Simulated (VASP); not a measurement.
# WC in VASP: notebook, part 3 of 3

VASP 6.6.1.

**5. Electric field gradients, PBE (atom 2 (C) moved by [0.035355, 0.035355, 0.0] A)**

INCAR reads:

```
SYSTEM = WC
ALGO = Normal ; EDIFF = 1E-8
ENCUT = 520 ; GGA = PE
ISIF = 2 ; ISMEAR = -1
LASPH = .TRUE. ; LCHARG = .FALSE.
LEFG = .TRUE. ; LREAL = .FALSE.
LWAVE = .FALSE. ; NBANDS = 16
NELM = 60 ; PREC = Accurate
SIGMA = 0.05
```

KPOINTS reads:

```
k-points
0
G
  13 13 12
  0 0 0
```

POSCAR reads:

```
WC
1.0
    2.9005014360      0.0000000000      0.0000000000
   -1.4502507180      2.5119079273      0.0000000000
    0.0000000000      0.0000000000      2.8290000000
W C
1 1
Direct
    0.0000000000      0.0000000000      0.0000000000
    0.6858934177      0.3474082919      0.5000000000
```

Potentials or basis: VASP PAW PBE potentials, release 64 (W_sv, C).

Command:

```bash
cat potpaw_PBE.64/W_sv/POTCAR potpaw_PBE.64/C/POTCAR > POTCAR
mpirun -np 1 vasp_std > vasp.out
```

OUTCAR:

```text
SYSTEM = WC
   EDIFF = 1E-8
   ENCUT = 520
   GGA = PE
   ISIF = 2
   ISMEAR = -1
   LASPH = .TRUE.
   LREAL = .FALSE.
   NELM = 60
   PREC = Accurate

 ion  position               nearest neighbor table
   1  0.000  0.000  0.000-   2 2.17   2 2.17   2 2.18   2 2.18   2 2.23   2 2.23
   2  0.686  0.347  0.500-   1 2.17   1 2.17   1 2.18   1 2.18   1 2.23   1 2.23

  LATTYP: Found a hexagonal cell.
 ALAT       =     2.9005014360
 C/A-ratio  =     0.9753485949

  Lattice vectors:

 A1 = (   2.9005014360,   0.0000000000,   0.0000000000)
 A2 = (  -1.4502507180,   2.5119079273,   0.0000000000)
 A3 = (   0.0000000000,   0.0000000000,   2.8290000000)

Analysis of symmetry for initial positions (statically):
=====================================================================
 Subroutine PRICEL returns:
 Original cell was already a primitive cell.

 Routine SETGRP: Setting up the symmetry group for a
 hexagonal supercell.
[... 645 lines left out ...]
  volume of cell :       20.61
      direct lattice vectors                 reciprocal lattice vectors
     2.900501436  0.000000000  0.000000000     0.344767973  0.199051882  0.000000000
    -1.450250718  2.511907927  0.000000000     0.000000000  0.398103764  0.000000000
     0.000000000  0.000000000  2.829000000     0.000000000  0.000000000  0.353481796

 POSITION                                       TOTAL-FORCE (eV/Angst)
 -----------------------------------------------------------------------------------
      0.00000      0.00000      0.00000         0.543169      0.568472      0.000000
      1.48561      0.87266      1.41450        -0.543169     -0.568472      0.000000
 -----------------------------------------------------------------------------------
    total drift:                               -0.000008      0.000018      0.000000

  FREE ENERGIE OF THE ION-ELECTRON SYSTEM (eV)
  ---------------------------------------------------
  free  energy   TOTEN  =       -22.4162853784 eV

  energy  without entropy=      -22.4138221069  energy(sigma->0) =      -22.41505374

 Electric field gradients (V/A^2)
---------------------------------------------------------------------
 ion       V_xx      V_yy      V_zz      V_xy      V_xz      V_yz
---------------------------------------------------------------------
   1     108.614    34.315  -142.929    36.918    -0.000    -0.000
   2       1.116    -1.109    -0.007     1.241    -0.000    -0.000
---------------------------------------------------------------------

 Electric field gradients after diagonalization (V/A^2)
 (convention: |V_zz| > |V_xx| > |V_yy|)
----------------------------------------------------------------------
 ion       V_xx      V_yy      V_zz     asymmetry (V_yy - V_xx)/ V_zz
----------------------------------------------------------------------
   1     123.839    19.091  -142.929       0.733
   2      -1.663    -0.007     1.670       0.991
----------------------------------------------------------------------

           NMR quadrupolar parameters

 Cq : quadrupolar parameter    Cq=e*Q*V_zz/h
 eta: asymmetry parameters     (V_yy - V_xx)/ V_zz
 Q  : nuclear electric quadrupole moment in mb (millibarn)
----------------------------------------------------------------------
 ion       Cq(MHz)       eta       Q (mb)
----------------------------------------------------------------------
   1      -0.346       0.733       1.000
   2       0.004       0.991       1.000
----------------------------------------------------------------------
```

Run time: 60 s. Hardware: 1 thread of Intel Xeon 6975P-C (Granite Rapids), shared host; peak memory 0.3 GiB.

What came out:

```yaml
Free_energy: -22.4163 eV
Pressure: 10.0 GPa
Largest_force: 0.786 eV/Å
Band_gap_on_the_k_mesh: zero (bands 9 and 10 overlap by 1.30 eV)
Largest_electric_field_gradient_by_atom: W -142.9; C +1.7 V/Å²
```

Forces on the atoms (eV/Å):
```
W    0.543  0.568  0.000
C   -0.543 -0.568  0.000
```

Stress tensor (GPa, compression positive):
```
 8.02 -1.57  0.00
-1.57 11.30  0.00
 0.00  0.00 10.67
```

Levels at points of the mesh, in eV from the Fermi level:
| k point | band 6 | band 7 | band 8 | band 9 | band 10 | band 11 | band 12 | band 13 |
| --- | --- | --- | --- | --- | --- | --- | --- | --- |
| (0.00, 0.00, 0.00) | -4.38 | -3.42 | -3.30 | 0.07 | 3.20 | 3.32 | 5.34 | 5.75 |
| (0.00, 0.00, 0.50) | -8.71 | -2.37 | -1.72 | -0.63 | -0.59 | 3.70 | 4.04 | 5.02 |

Electric field gradients, principal values (V/Å²):
```
atom   least   middle  greatest (by size)
 1 W  19.091  123.839            -142.929
 2 C  -0.007   -1.663               1.670
```

Caveat: the cell differs from its parent crystal (atom 2 (C) moved by [0.035355, 0.035355, 0.0] A); the cell stands under pressure; without QUAD_EFG the Cq values of the log hold for a quadrupole moment of 1 mb, not for the nuclei; spin-orbit coupling is left out, which moves the levels of the heavy elements.

**6. Electric field gradients, PBE+D4**

This run uses another cell than the first one, of 10.31 Å³/atom.

INCAR reads:

```
SYSTEM = WC
PREC     = Accurate       ! precision mode
ENCUT    = 520            ! plane-wave cutoff, eV
EDIFF    = 1E-8           ! SCF threshold, eV
ISMEAR   = -1             ! smearing method
SIGMA    = 0.05           ! smearing width, eV
LREAL    = .FALSE.        ! projectors in reciprocal space
LASPH    = .TRUE.         ! aspherical terms in the spheres
NELM     = 80             ! most SCF steps
ALGO     = Normal         ! electronic algorithm
ISIF     = 2              ! what is computed and relaxed
LWAVE    = .FALSE.        ! write WAVECAR
LCHARG   = .FALSE.        ! write CHGCAR
GGA      = PE             ! functional
IVDW     = 13             ! dispersion correction
LEFG     = .TRUE.       
NBANDS   = 16             ! bands
```

KPOINTS reads:

```
Automatic mesh
0
G
  13 13 12
  0 0 0
```

POSCAR is that of step 5.

Potentials or basis: VASP PAW PBE potentials, release 64 (W_sv, C).

Command:

```bash
cat potpaw_PBE.64/W_sv/POTCAR potpaw_PBE.64/C/POTCAR > POTCAR
mpirun -np 1 vasp_std > vasp.out
```

OUTCAR:

```text
SYSTEM = WC
   PREC = Accurate
   ENCUT = 520
   EDIFF = 1E-8
   ISMEAR = -1
   LREAL = .FALSE.
   LASPH = .TRUE.
   NELM = 80
   ISIF = 2
   GGA = PE
   IVDW = 13

 ion  position               nearest neighbor table
   1  0.000  0.000  0.000-   2 2.17   2 2.17   2 2.18   2 2.18   2 2.23   2 2.23
   2  0.686  0.347  0.500-   1 2.17   1 2.17   1 2.18   1 2.18   1 2.23   1 2.23

  LATTYP: Found a hexagonal cell.
 ALAT       =     2.9005014360
 C/A-ratio  =     0.9753485949

  Lattice vectors:

[... 674 lines left out ...]
  ---------------------------------------------------
  free  energy   TOTEN  =       -23.3974109632 eV

  energy  without entropy=      -23.3949476917  energy(sigma->0) =      -23.39617933

 Electric field gradients (V/A^2)
---------------------------------------------------------------------
 ion       V_xx      V_yy      V_zz      V_xy      V_xz      V_yz
---------------------------------------------------------------------
   1     108.614    34.315  -142.929    36.918    -0.000    -0.000
   2       1.116    -1.109    -0.007     1.241    -0.000    -0.000
---------------------------------------------------------------------

 Electric field gradients after diagonalization (V/A^2)
 (convention: |V_zz| > |V_xx| > |V_yy|)
----------------------------------------------------------------------
 ion       V_xx      V_yy      V_zz     asymmetry (V_yy - V_xx)/ V_zz
----------------------------------------------------------------------
   1     123.839    19.091  -142.929       0.733
   2      -1.663    -0.007     1.670       0.991
----------------------------------------------------------------------

           NMR quadrupolar parameters

 Cq : quadrupolar parameter    Cq=e*Q*V_zz/h
 eta: asymmetry parameters     (V_yy - V_xx)/ V_zz
 Q  : nuclear electric quadrupole moment in mb (millibarn)
----------------------------------------------------------------------
 ion       Cq(MHz)       eta       Q (mb)
----------------------------------------------------------------------
   1      -0.346       0.733       1.000
   2       0.004       0.991       1.000
----------------------------------------------------------------------
```

OSZICAR:

```text
N       E                     dE             d eps       ncg     rms          rms(c)
DAV:   1     0.110486387495E+03    0.11049E+03   -0.94144E+03 19096   0.126E+03
DAV:   2    -0.222543495354E+02   -0.13274E+03   -0.12823E+03 22728   0.338E+02
DAV:   3    -0.254714879908E+02   -0.32171E+01   -0.32050E+01 21144   0.500E+01
DAV:   4    -0.254883121332E+02   -0.16824E-01   -0.16823E-01 24872   0.406E+00
DAV:   5    -0.254884370256E+02   -0.12489E-03   -0.12489E-03 21048   0.331E-01    0.329E+01
DAV:   6    -0.224945300100E+02    0.29939E+01   -0.57422E+00 23408   0.258E+01    0.879E+00
DAV:   7    -0.224440452495E+02    0.50485E-01   -0.42689E-01 19944   0.499E+00    0.634E+00
DAV:   8    -0.224175883292E+02    0.26457E-01   -0.60549E-02 21712   0.209E+00    0.110E+00
DAV:   9    -0.224163406544E+02    0.12477E-02   -0.31158E-03 21216   0.422E-01    0.118E-01
DAV:  10    -0.224162886632E+02    0.51991E-04   -0.30001E-04 23096   0.197E-01    0.642E-02
DAV:  11    -0.224162864252E+02    0.22380E-05   -0.15952E-05 22200   0.357E-02    0.944E-03
DAV:  12    -0.224162854726E+02    0.95255E-06   -0.30411E-06 21080   0.155E-02    0.136E-03
DAV:  13    -0.224162854131E+02    0.59469E-07   -0.11989E-07 23176   0.293E-03    0.467E-04
DAV:  14    -0.224162853790E+02    0.34185E-07   -0.25410E-09 14904   0.458E-04    0.566E-05
DAV:  15    -0.224162853784E+02    0.59345E-09   -0.15611E-10 10224   0.138E-04
   1 F= -.23397411E+02 E0= -.23396179E+02  d E =-.246327E-02
```

stdout:

```text
POSCAR found type information on POSCAR W C
 POSCAR found :  2 types and       2 ions
 scaLAPACK will be used
 LDA part: xc-table for (Slater+PW92), standard interpolation
 POSCAR, INCAR and KPOINTS ok, starting setup
 FFT: planning ... GRIDC
 FFT: planning ... GRID_SOFT
 FFT: planning ... GRID
 WAVECAR not read
 entering main loop
ion   1

ion   2
```

Wall time 57 s (1 thread of Intel Xeon 6975P-C (Granite Rapids), shared host); peak memory 0.31 GiB.

What came out:

```
Free energy                             : -23.3974 eV
Pressure                                : 2.9 GPa
Largest force                           : 0.785 eV/Å
Band gap on the k mesh                  : zero (bands 9 and 10 overlap by 1.30 eV)
Largest electric field gradient by atom : W -142.9; C +1.7 V/Å²
Dispersion energy per atom              : -0.491 eV
```

Forces in eV/Å, atoms in the order of the input:
```
W    0.542  0.568  0.000
C   -0.542 -0.568  0.000
```

Electric field gradients, principal values (V/Å²):
```
atom   least   middle  greatest (by size)
 1 W  19.091  123.839            -142.929
 2 C  -0.007   -1.663               1.670
```

Caveat: without QUAD_EFG the Cq values of the log hold for a quadrupole moment of 1 mb, not for the nuclei; spin-orbit coupling is left out, which moves the levels of the heavy elements.

**7. The runs side by side**

| level | potentials or basis | cell | k mesh | cutoff (eV) | gap on the mesh (eV) | pressure (GPa) | largest force (eV/Å) |
| --- | --- | --- | --- | --- | --- | --- | --- |
| PBE | VASP PAW PBE potentials, release 64 (W_sv, C_h) | a = 2.910, b = 2.910, c = 2.838 Å, angles 90.0, 90.0, 120.0°, 2 atoms, atomic positions A | 13 × 13 × 12 | 910 | none | 5.3 | - |
| PBE | VASP PAW PBE potentials, release 64 (W_sv, C) | a = 2.901, b = 2.901, c = 2.829 Å, angles 90.0, 90.0, 120.0°, 2 atoms, atomic positions A | 18 × 18 × 17 | 520 | none | 9.6 | - |
| PBE | VASP PAW PBE potentials, release 64 (W_sv, C) | a = 2.901, b = 2.882, c = 2.829 Å, angles 90.0, 90.0, 119.4°, 2 atoms, atomic positions A | 13 × 13 × 12 | 520 | none | 9.6 | 0.09 |
| PBE | VASP PAW PBE potentials, release 64 (W_sv, C) | a = 2.901, b = 2.901, c = 2.829 Å, angles 90.0, 90.0, 120.0°, 2 atoms, atomic positions B | 13 × 13 × 12 | 520 | none | 10.0 | 0.79 |
| PBE+D4 | VASP PAW PBE potentials, release 64 (W_sv, C) | a = 2.901, b = 2.901, c = 2.829 Å, angles 90.0, 90.0, 120.0°, 2 atoms, atomic positions B | 13 × 13 × 12 | 520 | none | 2.9 | 0.79 |

Alike in all rows: task electric field gradients; no spin polarisation; smearing fermi-dirac 0.05 eV.

Caveats: spin-orbit coupling is left out, which moves the levels of the heavy elements; the cell stands under pressure (at least some runs); the cutoff is under 1.25 times the usual one of these potentials, so pressure, stress and relaxed cells hold a basis-set (Pulay) error (at least some runs).

Total energies depend on the potentials used, so only differences within one code and one set of settings carry meaning.
